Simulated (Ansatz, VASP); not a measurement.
# Two plane-wave programs on Rh

Contents of POSCAR:

```
Rh
1.0
    0.0000000000      2.0057162603      1.7048588213
    2.0057162603      0.0000000000      1.7048588213
    2.0057162603      2.0057162603      0.0000000000
Rh
1
Direct
    0.0000000000      0.0000000000      0.0000000000
```

Contents of INCAR.step1:

```
SYSTEM = Rh
PREC = Accurate ; ENCUT = 520
ISMEAR = 0 ; SIGMA = 0.15
LREAL = .FALSE. ; LASPH = .TRUE.
NELM = 100 ; NBANDS = 14
GGA = PE ; ALGO = Normal
EDIFF = 1E-4 ; LWAVE = .TRUE.
LCHARG = .FALSE.
```

INCAR.step2

```
SYSTEM = Rh
PREC = Accurate ; ENCUT = 520
EDIFF = 1E-7 ; ISMEAR = 0
SIGMA = 0.15 ; LREAL = .FALSE.
LASPH = .TRUE. ; NELM = 100
ALGO = Normal ; ISIF = 2
LWAVE = .FALSE. ; LCHARG = .FALSE.
METAGGA = R2SCAN ; LMIXTAU = .TRUE.
NBANDS = 14 ; ISTART = 1
```

File KPOINTS:

```
Automatic mesh
0
G
  30 30 30
  0 0 0
```

Input for Ansatz:

```yaml
crystal:
  lattice:
    - [0.0, 2.0057162603, 1.7048588213]
    - [2.0057162603, 0.0, 1.7048588213]
    - [2.0057162603, 2.0057162603, 0.0]
  atoms:
    - { symbol: Rh, position: [0.0, 0.0, 0.0] }
basis:
  ecutwfc: 500
kpoints:
  mp_grid: { grid: [30, 30, 30] }
hamiltonian:
  xc: r2scan
scf:
  occupations: { method: gaussian, width: 0.15 }
output:
  forces: true
  stress: true
  eigenvalues: true
```

Alike in both runs: task single point; functional r2SCAN; k mesh 30 × 30 × 30; occupations gaussian, width 0.15 eV; no spin polarisation.

|  | VASP | Ansatz |
| --- | --- | --- |
| version | VASP 6.6.1 | Ansatz 0.2.0 |
| potentials or method | VASP PAW PBE potentials, release 64 (Rh_pv), cutoff 520 eV | scalar-relativistic, plane waves, PAW |
| valence electrons in the cell | 15 | 17 |

VASP gave:

* gap on the k mesh at the Fermi level (eV): none
* pressure (GPa): 4.6
* traceless stress, the component that is largest in VASP (GPa): 19.03

Q: Which values does Ansatz return?

A: gap on the k mesh at the Fermi level (eV): none; pressure (GPa): 3.3; traceless stress, the component that is largest in VASP (GPa): 18.92.

VASP's potentials were made for PBE, not for r2SCAN. A gap of «none» marks a metal or a gap that the smearing closes. VASP's potentials hold 15 valence electrons a cell and Ansatz's 17, so a difference there can come from the potentials and not from the codes.
